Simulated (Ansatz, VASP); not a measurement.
## One calculation of NaI, two programs

Contents of INCAR:

```
SYSTEM = NaI
  PREC = Accurate
  ENCUT = 520
  EDIFF = 1E-6
  ISMEAR = 0
  SIGMA = 0.01
  LREAL = .False.
  LASPH = .True.
  NELM = 150
  ALGO = Normal
  ISIF = 2
  LWAVE = .False.
  LCHARG = .True.
  MAGMOM = 0 0 0 0 0 0
  LORBIT = 11
  LSORBIT = .True.
  GGA_COMPAT = .False.
  LORBMOM = .True.
  GGA = CA
  LVHAR = .True.
  NBANDS = 26
```

Contents of KPOINTS:

```
Automatic mesh
0
Gamma
  6 6 6
  0 0 0
```

POSCAR

```
NaI
1.0
    0.0000000000      3.1310871851      3.1467426210
    3.1310871851      0.0000000000      3.1467426210
    3.1310871851      3.1310871851      0.0000000000
Na I
1 1
Direct
    0.0000000000      0.0000000000      0.0000000000
    0.5000000000      0.5000000000      0.5000000000
```

Input for Ansatz:

```yaml
crystal:
  lattice:
    - [0.0, 3.13108718507, 3.14674262099]
    - [3.13108718507, 0.0, 3.14674262099]
    - [3.13108718507, 3.13108718507, 0.0]
  atoms:
    - { symbol: Na, position: [0.0, 0.0, 0.0] }
    - { symbol: I, position: [0.5, 0.5, 0.5] }
kpoints:
  mp_grid: { grid: [6, 6, 6] }
scf:
  occupations: { method: fixed }
  convergence: { dr2_threshold: 1.0e-10 }
hamiltonian:
  xc: lda
  pseudopotentials: { kind: all_electron, lapw: { basis_error: 0.0005 } }
magnetization:
  noncollinear: true
  spin_orbit: true
output:
  forces: true
  stress: true
  eigenstates:
    kpoints:
      - [0.0, 0.0, 0.0]
      - [0.0, -0.5, -0.5]
      - [-0.5, 0.0, -0.5]
      - [-0.5, -0.5, 0.0]
      - [-0.5, 0.0, 0.0]
      - [0.0, -0.5, 0.0]
      - [0.0, 0.0, -0.5]
      - [-0.5, -0.5, -0.5]
  eigenvalues: true
```

Change from the starting cell: z stretched by +0.5 %, x and y held.

Alike in both runs: task single point; functional LDA; k mesh 6 × 6 × 6; non-collinear spin, spin-orbit coupling.

|  | VASP | Ansatz |
| --- | --- | --- |
| version | VASP 6.6.1 | Ansatz 0.2.0 |
| potentials or method | VASP PAW LDA potentials, release 64 (Na_pv, I), cutoff 520 eV | all-electron LAPW |
| occupations | gaussian, width 0.01 eV | fixed |

```tsv
	VASP	Ansatz	Ansatz less VASP
pressure (GPa)	0.0	-0.1	-0.07
traceless stress, the component that is largest in VASP (GPa)	-0.11	-0.11	+0.001
net moment per atom (μB)	0.00	0.00	0.000
```

LDA's correlation is that of Perdew and Zunger in VASP and of Perdew and Wang (1992) in Ansatz. Ansatz ran all-electron here, and VASP with PAW potentials.
